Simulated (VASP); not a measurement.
# MnAl5 (P6/mmm) in VASP: further runs

Runs on MnAl5. Level: PBE. Tasks: relaxation of cell and atoms.

Program: VASP 6.6.1. These are calculated values, not measurements. Logs are shortened: lines on timing, memory, paths and dates and some standing lists are left out, and cuts for length are marked.

**1. The cell of the first run**

The structure is hexagonal, space group P6/mmm (No. 191). Conventional cell: a = 4.444 Å, b = 4.444 Å, c = 5.161 Å, α = 90.00°, β = 90.00°, γ = 120.00°. Within 3.4 Å of Mn (site symmetry 6/mmm) lie 14 Al at 2.58 to 2.86 Å. Al (site symmetry 3m) has 8 Al at 2.51 to 2.89 Å and 3 Mn at 2.86 Å within 3.3 Å. Within 3.4 Å of Al (site symmetry 6/mmm) lie 2 Mn at 2.58 Å and 12 Al at 2.89 Å.

The cell was built from a structure type or drawn by symmetry, and may not be a known phase.

**2. Relaxation of cell and atoms, PBE**

Contents of INCAR:

```
SYSTEM = MnAl5
PREC = Accurate
ENCUT = 600
EDIFF = 1E-6
ISMEAR = 0
SIGMA = 0.1
LREAL = .False.
LASPH = .True.
NELM = 60
ALGO = Fast
ISIF = 3
LWAVE = .False.
LCHARG = .False.
GGA = PE
IBRION = 2
NSW = 100
EDIFFG = -0.01
```

Contents of KPOINTS:

```
regular mesh
0
Gamma
  12 12 8
  0 0 0
```

Contents of POSCAR:

```
MnAl5
1.0
    4.4436322480      0.0000000000      0.0000000000
   -2.2218161240      3.8482984118      0.0000000000
    0.0000000000      0.0000000000      5.1608994699
Mn Al
1 5
Direct
    0.0000000000      0.0000000000      0.5000000000
    0.6666666667      0.3333333333      0.7432891794
    0.0000000000      0.0000000000      0.0000000000
    0.6666666667      0.3333333333      0.2567108206
    0.3333333333      0.6666666667      0.2567108206
    0.3333333333      0.6666666667      0.7432891794
```

Potentials or basis: VASP PAW PBE potentials, release 64 (Mn_pv, Al).

Started as:

```bash
cat potpaw_PBE.64/Mn_pv/POTCAR potpaw_PBE.64/Al/POTCAR > POTCAR
mpirun -np 1 vasp_std > vasp.out
```

OUTCAR:

```text
SYSTEM = MnAl5
   PREC = Accurate
   ENCUT = 600
   EDIFF = 1E-6
   ISMEAR = 0
   LREAL = .False.
   LASPH = .True.
   NELM = 60
   ISIF = 3
   GGA = PE
   IBRION = 2
   NSW = 100
   EDIFFG = -0.01

 ion  position               nearest neighbor table
   1  0.000  0.000  0.500-   3 2.58   3 2.58   4 2.86   5 2.86   6 2.86   2 2.86   5 2.86   6 2.86
                             2 2.86   4 2.86   2 2.86   4 2.86   5 2.86   6 2.86
   2  0.667  0.333  0.743-   4 2.51   6 2.57   6 2.57   6 2.57   4 2.65   1 2.86   1 2.86   1 2.86
                             3 2.89   3 2.89   3 2.89
   3  0.000  0.000  0.000-   1 2.58   1 2.58   4 2.89   5 2.89   6 2.89   2 2.89   5 2.89   6 2.89
                             2 2.89   4 2.89   2 2.89   4 2.89   5 2.89   6 2.89
   4  0.667  0.333  0.257-   2 2.51   5 2.57   5 2.57   5 2.57   2 2.65   1 2.86   1 2.86   1 2.86
                             3 2.89   3 2.89   3 2.89
   5  0.333  0.667  0.257-   6 2.51   4 2.57   4 2.57   4 2.57   6 2.65   1 2.86   1 2.86   1 2.86
                             3 2.89   3 2.89   3 2.89
   6  0.333  0.667  0.743-   5 2.51   2 2.57   2 2.57   2 2.57   5 2.65   1 2.86   1 2.86   1 2.86
                             3 2.89   3 2.89   3 2.89

  LATTYP: Found a hexagonal cell.
 ALAT       =     4.4436322480
 C/A-ratio  =     1.1614146225

  Lattice vectors:

 A1 = (   4.4436322480,   0.0000000000,   0.0000000000)
 A2 = (  -2.2218161240,   3.8482984118,   0.0000000000)
 A3 = (   0.0000000000,   0.0000000000,   5.1608994699)

Analysis of symmetry for initial positions (statically):
=====================================================================
 Subroutine PRICEL returns:
 Original cell was already a primitive cell.

 Routine SETGRP: Setting up the symmetry group for a
 hexagonal supercell.

 Subroutine GETGRP returns: Found 24 space group operations
 (whereof 24 operations were pure point group operations)
 out of a pool of 24 trial point group operations.

The static configuration has the point symmetry D_6h.

Analysis of symmetry for dynamics (positions and initial velocities):
=====================================================================
[... 183 lines left out ...]
  energy-cutoff  :      600.00
  volume of cell :       88.25
      direct lattice vectors                 reciprocal lattice vectors
     4.443632248  0.000000000  0.000000000     0.225041125  0.129927554  0.000000000
    -2.221816124  3.848298412  0.000000000     0.000000000  0.259855108  0.000000000
     0.000000000  0.000000000  5.160899470     0.000000000  0.000000000  0.193764673

 POSITION                                       TOTAL-FORCE (eV/Angst)
 -----------------------------------------------------------------------------------
      0.00000      0.00000      2.58045         0.000000      0.000000      0.000000
      2.22182      1.28277      3.83604         0.000000      0.000000     -0.001570
      0.00000      0.00000      0.00000         0.000000      0.000000      0.000000
      2.22182      1.28277      1.32486         0.000000     -0.000000      0.001570
     -0.00000      2.56553      1.32486        -0.000000     -0.000000      0.001570
     -0.00000      2.56553      3.83604        -0.000000      0.000000     -0.001570
 -----------------------------------------------------------------------------------
    total drift:                                0.000000     -0.000000      0.000000

  FREE ENERGIE OF THE ION-ELECTRON SYSTEM (eV)
  ---------------------------------------------------
  free  energy   TOTEN  =       -27.5075262270 eV

  energy  without entropy=      -27.5026251719  energy(sigma->0) =      -27.50507570

--------------------------------------- Ionic step        2  -------------------------------------------

 number of electron      27.9999985 magnetization

 Free energy of the ion-electron system (eV)
  ---------------------------------------------------
  ext. energy  EPLUGINS =         0.00000000
  ---------------------------------------------------
  free energy    TOTEN  =       -27.50766190 eV

  energy without entropy =      -27.50281296  energy(sigma->0) =      -27.50523743

 E-fermi :   8.7203     XC(G=0): -10.8670

 val. band max:        8.6986434011   @ k =   0.0833   0.0833   0.3750
 cond. band min:       8.7226916913   @ k =   0.0833   0.0833   0.5000
 fundamental gap:      0.0240482902
 Fermi energy:         8.7202555974

 k-point     1 :       0.0000    0.0000    0.0000
  band No.  band energies     occupation
      1     -38.9246      2.00000
      2     -38.7440      2.00000
      3     -38.7440      2.00000
      4      -2.4911      2.00000
      5       2.8728      2.00000
      6       2.8781      2.00000
[... 481 lines left out ...]
      5       1.8742      2.00000
      6       2.7060      2.00000
[... 10 lines left out ...]
     17      10.0919      0.00000
     18      10.6326      0.00000

 [... further k-points ...]

------------------------ aborting loop because EDIFF is reached ----------------------------------------

  FORCE on cell =-STRESS in cart. coord.  units (eV):
  Direction    XX          YY          ZZ          XY          YZ          ZX
  --------------------------------------------------------------------------------------
  -------------------------------------------------------------------------------------
  Total        0.0105305      0.0105305      0.0314131      0.0000000      0.0000000      0.0000000
  in kB        0.1908438      0.1908438      0.5692966      0.0000000      0.0000000      0.0000000
  external PRESSURE =       0.3169947 kB  Pullay stress =       0.0000000 kB

 VOLUME and BASIS-vectors are now :
 -----------------------------------------------------------------------------
  energy-cutoff  :      600.00
  volume of cell :       88.41
      direct lattice vectors                 reciprocal lattice vectors
     4.448528067  0.000000000  0.000000000     0.224793456  0.129784563 -0.000000000
    -2.224264033  3.852538315 -0.000000000     0.000000000  0.259569125 -0.000000000
     0.000000000  0.000000000  5.158452153     0.000000000  0.000000000  0.193856601

 POSITION                                       TOTAL-FORCE (eV/Angst)
 -----------------------------------------------------------------------------------
      0.00000      0.00000      2.57923        -0.000000      0.000000     -0.000000
      2.22426      1.28418      3.83415         0.000000      0.000000      0.004142
      0.00000      0.00000      0.00000        -0.000000     -0.000000     -0.000000
      2.22426      1.28418      1.32431         0.000000     -0.000000     -0.004142
     -0.00000      2.56836      1.32431        -0.000000     -0.000000     -0.004142
     -0.00000      2.56836      3.83415         0.000000      0.000000      0.004142
 -----------------------------------------------------------------------------------
    total drift:                               -0.000000     -0.000000      0.000000

  FREE ENERGIE OF THE ION-ELECTRON SYSTEM (eV)
  ---------------------------------------------------
  free  energy   TOTEN  =       -27.5076619026 eV

  energy  without entropy=      -27.5028129567  energy(sigma->0) =      -27.50523743

 reached required accuracy - stopping structural energy minimisation
```

Run time: 2.1 min. Hardware: 1 thread of Intel Xeon 6975P-C (Granite Rapids), shared host; peak memory 0.34 GiB.

What came out:

```
Free energy                           : -27.5077 eV
Relaxed volume                        : 14.73 Å³/atom
Relaxed cell                          : a = 4.449 Å, b = 4.449 Å, c = 5.158 Å, α = 90.00°, β = 90.00°, γ = 120.00°
Space group after relaxing (to 0.1 Å) : P6/mmm (No. 191)
Energy gained by relaxing             : 0.0 meV/atom
Ionic steps                           : 2
Pressure after relaxing               : 0.0 GPa
Largest force after relaxing          : 0.004 eV/Å
Band gap on the k mesh                : zero (bands 14 and 15 overlap by 0.56 eV)
```

Forces on the atoms (eV/Å):
```
Mn   0.000  0.000  0.000
Al   0.000  0.000  0.004
Al   0.000  0.000  0.000
Al   0.000  0.000 -0.004
Al   0.000  0.000 -0.004
Al   0.000  0.000  0.004
```

Step by step:
```csv
step,energy change (eV),largest force (eV/Å),pressure (GPa),volume (Å³)
1,0.0000,0.0016,0.13,88.25
2,-0.0001,0.0041,0.03,88.41
```

Final structure:
```cif
data_structure
_symmetry_space_group_name_H-M 'P 1'
_symmetry_Int_Tables_number 1
_cell_length_a 4.4485
_cell_length_b 4.4485
_cell_length_c 5.1585
_cell_angle_alpha 90.000
_cell_angle_beta 90.000
_cell_angle_gamma 120.000
_cell_volume 88.41
loop_
_atom_site_label
_atom_site_type_symbol
_atom_site_fract_x
_atom_site_fract_y
_atom_site_fract_z
_atom_site_occupancy
Mn1 Mn 0.00000 0.00000 0.50000 1
Al1 Al 0.66667 0.33333 0.74327 1
Al2 Al 0.00000 0.00000 0.00000 1
Al3 Al 0.66667 0.33333 0.25673 1
Al4 Al 0.33333 0.66667 0.25673 1
Al5 Al 0.33333 0.66667 0.74327 1
```

Levels at points of the mesh, in eV from the Fermi level:
```csv
k point,band 11,band 12,band 13,band 14,band 15,band 16,band 17,band 18
"(0.00, 0.00, 0.00)",-1.39,-1.26,-1.15,-1.15,0.51,0.51,2.08,2.08
"(0.50, 0.00, 0.00)",-2.36,-1.74,-0.71,-0.53,0.89,1.00,1.64,2.07
"(0.00, 0.00, 0.50)",-1.09,-1.09,-0.14,0.08,0.61,0.65,0.65,1.42
"(0.50, 0.00, 0.50)",-2.42,-0.78,-0.60,-0.50,0.27,1.63,2.31,3.63
```

Caveat: the run has no spin polarisation, though such a crystal can be magnetic.

**3. Relaxation of cell and atoms, PBE, collinear spin, ferromagnetic start**

This run uses another cell than the first one, of 15.72 Å³/atom.

Contents of INCAR:

```
SYSTEM = MnAl5
PREC = Accurate
ENCUT = 600
EDIFF = 1E-6
ISMEAR = 0
SIGMA = 0.1
LREAL = .False.
LASPH = .True.
NELM = 150
ALGO = Normal
ISIF = 3
LWAVE = .False.
LCHARG = .False.
ISPIN = 2
MAGMOM = 4 0 0 0 0 0
LORBIT = 11
LMAXMIX = 4
GGA = PE
IBRION = 2
NSW = 90
EDIFFG = -0.04
```

Contents of KPOINTS:

```
Automatic mesh
0
Gamma
  6 6 4
  0 0 0
```

Contents of POSCAR:

```
MnAl5
1.0
    4.3128701800      0.0000000000      0.0000000000
   -2.1564350900      3.7350551400      0.0000000000
    0.0000000000      0.0000000000      5.8545089600
Mn Al
1 5
Direct
    0.0000000000      0.0000000000      0.5000000000
    0.6666666700      0.3333333300      0.7959949400
    0.0000000000      0.0000000000      0.0000000000
    0.6666666700      0.3333333300      0.2040050600
    0.3333333300      0.6666666700      0.2040050600
    0.3333333300      0.6666666700      0.7959949400
```

Potentials or basis: VASP PAW PBE potentials, release 64 (Mn_pv, Al).

Started as:

```bash
cat potpaw_PBE.64/Mn_pv/POTCAR potpaw_PBE.64/Al/POTCAR > POTCAR
mpirun -np 1 vasp_std > vasp.out
```

OUTCAR:

```text
SYSTEM = MnAl5
   PREC = Accurate
   ENCUT = 600
   EDIFF = 1E-6
   ISMEAR = 0
   LREAL = .False.
   LASPH = .True.
   NELM = 150
   ISIF = 3
   ISPIN = 2
   LORBIT = 11
   GGA = PE
   IBRION = 2
   NSW = 90
   EDIFFG = -0.04

 ion  position               nearest neighbor table
   1  0.000  0.000  0.500-   3 2.93   3 2.93   4 3.03   5 3.03   6 3.03   2 3.03   2 3.03   4 3.03
                             5 3.03   6 3.03   2 3.03   4 3.03   5 3.03   6 3.03
   2  0.667  0.333  0.796-   4 2.39   6 2.49   6 2.49   6 2.49   3 2.76   3 2.76   3 2.76   1 3.03
                             1 3.03   1 3.03
   3  0.000  0.000  0.000-   2 2.76   4 2.76   5 2.76   6 2.76   2 2.76   4 2.76   5 2.76   6 2.76
                             2 2.76   4 2.76   5 2.76   6 2.76   1 2.93   1 2.93
   4  0.667  0.333  0.204-   2 2.39   5 2.49   5 2.49   5 2.49   3 2.76   3 2.76   3 2.76   1 3.03
                             1 3.03   1 3.03
   5  0.333  0.667  0.204-   6 2.39   4 2.49   4 2.49   4 2.49   3 2.76   3 2.76   3 2.76   1 3.03
                             1 3.03   1 3.03
   6  0.333  0.667  0.796-   5 2.39   2 2.49   2 2.49   2 2.49   3 2.76   3 2.76   3 2.76   1 3.03
                             1 3.03   1 3.03

  LATTYP: Found a hexagonal cell.
 ALAT       =     4.3128701800
 C/A-ratio  =     1.3574507731

  Lattice vectors:

 A1 = (   4.3128701800,   0.0000000000,   0.0000000000)
 A2 = (  -2.1564350900,   3.7350551400,   0.0000000000)
 A3 = (   0.0000000000,   0.0000000000,   5.8545089600)

[... 403 lines left out ...]

 number of electron      27.9999994 magnetization       0.0000002

 Free energy of the ion-electron system (eV)
  ---------------------------------------------------
  ext. energy  EPLUGINS =         0.00000000
  ---------------------------------------------------
  free energy    TOTEN  =       -27.51809523 eV

  energy without entropy =      -27.51353129  energy(sigma->0) =      -27.51581326

 E-fermi :   8.6803     XC(G=0): -10.8739

 val. band max:        8.6382186858   @ k =   0.1667   0.0000   0.5000
 cond. band min:       8.8140013759   @ k =   0.0000   0.0000   0.5000
 fundamental gap:      0.1757826900
 Fermi energy:         8.6803017274

 spin component 1

 k-point     1 :       0.0000    0.0000    0.0000
  band No.  band energies     occupation
      1     -38.8894      1.00000
      2     -38.7228      1.00000
      3     -38.7228      1.00000
      4      -2.4850      1.00000
      5       2.8864      1.00000
      6       2.8900      1.00000
[... 459 lines left out ...]
      6       2.0159      1.00000
[... 12 lines left out ...]
     19      11.7764      0.00000
     20      13.1979      0.00000
 Fermi energy:         8.6803017274

 spin component 2

 k-point     1 :       0.0000    0.0000    0.0000
  band No.  band energies     occupation
      1     -38.8894      1.00000
      2     -38.7228      1.00000
      3     -38.7228      1.00000
      4      -2.4850      1.00000
      5       2.8864      1.00000
      6       2.8900      1.00000
[... 505 lines left out ...]
  FREE ENERGIE OF THE ION-ELECTRON SYSTEM (eV)
  ---------------------------------------------------
  free  energy   TOTEN  =       -27.5180952295 eV

  energy  without entropy=      -27.5135312871  energy(sigma->0) =      -27.51581326

 reached required accuracy - stopping structural energy minimisation

 total charge

# of ion       s       p       d       tot
------------------------------------------
    1        0.271   6.227   5.200  11.699
    2        0.419   0.400   0.000   0.819
    3        0.406   0.346   0.000   0.752
    4        0.419   0.400   0.000   0.819
    5        0.419   0.400   0.000   0.819
    6        0.419   0.400   0.000   0.819
--------------------------------------------------
tot          2.353   8.173   5.200  15.726

 magnetization (x)

# of ion       s       p       d       tot
------------------------------------------
    1       -0.000  -0.000  -0.000  -0.000
    2        0.000   0.000   0.000   0.000
    3        0.000  -0.000   0.000   0.000
    4        0.000   0.000   0.000   0.000
    5        0.000   0.000   0.000   0.000
    6        0.000   0.000   0.000   0.000
--------------------------------------------------
tot          0.000   0.000  -0.000  -0.000
```

Run time: 6.1 min. Hardware: 1 thread of Intel Xeon 6975P-C (Granite Rapids), shared host; peak memory 0.33 GiB.

Results:

| Quantity | Value |
| --- | --- |
| Free energy | -27.5181 eV |
| Relaxed volume | 14.71 Å³/atom |
| Relaxed cell | a = 4.446 Å, b = 4.446 Å, c = 5.156 Å, α = 90.00°, β = 90.00°, γ = 120.00° |
| Space group after relaxing (to 0.1 Å) | P6/mmm (No. 191) |
| Energy gained by relaxing | 321.7 meV/atom |
| Ionic steps | 10 |
| Pressure after relaxing | 0.1 GPa |
| Largest force after relaxing | 0.024 eV/Å |
| Band gap on the k mesh | zero (filled and empty bands overlap) |
| Net moment | 0.00 μB per cell |
| Valence electrons inside the program's atomic spheres | Mn 11.70; Al 0.82, 0.75 (each value once) |

Forces in eV/Å, atoms in the order of the input:
```
Mn   0.000  0.000  0.000
Al   0.000  0.000 -0.024
Al   0.000  0.000  0.000
Al   0.000  0.000  0.024
Al   0.000  0.000  0.024
Al   0.000  0.000 -0.024
```

The path:
```csv
step,energy change (eV),largest force (eV/Å),pressure (GPa),volume (Å³)
1,0.0000,2.5589,10.55,94.31
2,0.2547,1.1452,-11.04,109.11
3,0.2316,1.3105,-9.15,107.19
4,-0.9122,0.8522,-12.10,104.39
5,-1.3660,0.6912,-9.37,101.02
6,-1.3876,0.0160,-11.08,102.09
7,-1.8848,0.3529,1.34,87.87
8,-1.8915,0.3096,-0.54,89.23
9,-1.9293,0.0579,0.19,88.13
10,-1.9299,0.0237,0.08,88.26
```

Final structure:
```yaml
crystal:
  lattice:
    - [4.44572, 0.00000, 0.00000]
    - [-2.22286, 3.85011, 0.00000]
    - [0.00000, 0.00000, 5.15619]
  atoms:
    - { symbol: Mn, position: [0.00000, 0.00000, 0.50000] }
    - { symbol: Al, position: [0.66667, 0.33333, 0.74348] }
    - { symbol: Al, position: [0.00000, 0.00000, 0.00000] }
    - { symbol: Al, position: [0.66667, 0.33333, 0.25652] }
    - { symbol: Al, position: [0.33333, 0.66667, 0.25652] }
    - { symbol: Al, position: [0.33333, 0.66667, 0.74348] }
```

Levels at points of the mesh, in eV from the Fermi level:
Spin up:
| k point | band 11 | band 12 | band 13 | band 14 | band 15 | band 16 | band 17 | band 18 |
| --- | --- | --- | --- | --- | --- | --- | --- | --- |
| (0.00, 0.00, 0.00) | -1.33 | -1.20 | -1.09 | -1.09 | 0.57 | 0.57 | 2.14 | 2.15 |
| (0.50, 0.00, 0.00) | -2.31 | -1.68 | -0.65 | -0.47 | 0.96 | 1.06 | 1.69 | 2.13 |
| (0.00, 0.00, 0.50) | -1.04 | -1.04 | -0.07 | 0.13 | 0.67 | 0.71 | 0.71 | 1.40 |
| (0.50, 0.00, 0.50) | -2.37 | -0.71 | -0.53 | -0.44 | 0.33 | 1.70 | 2.37 | 3.69 |
Spin down:
| k point | band 11 | band 12 | band 13 | band 14 | band 15 | band 16 | band 17 | band 18 |
| --- | --- | --- | --- | --- | --- | --- | --- | --- |
| (0.00, 0.00, 0.00) | -1.33 | -1.20 | -1.09 | -1.09 | 0.57 | 0.57 | 2.14 | 2.15 |
| (0.50, 0.00, 0.00) | -2.31 | -1.68 | -0.65 | -0.47 | 0.96 | 1.06 | 1.69 | 2.13 |
| (0.00, 0.00, 0.50) | -1.04 | -1.04 | -0.07 | 0.13 | 0.67 | 0.71 | 0.71 | 1.40 |
| (0.50, 0.00, 0.50) | -2.37 | -0.71 | -0.53 | -0.44 | 0.33 | 1.70 | 2.37 | 3.69 |
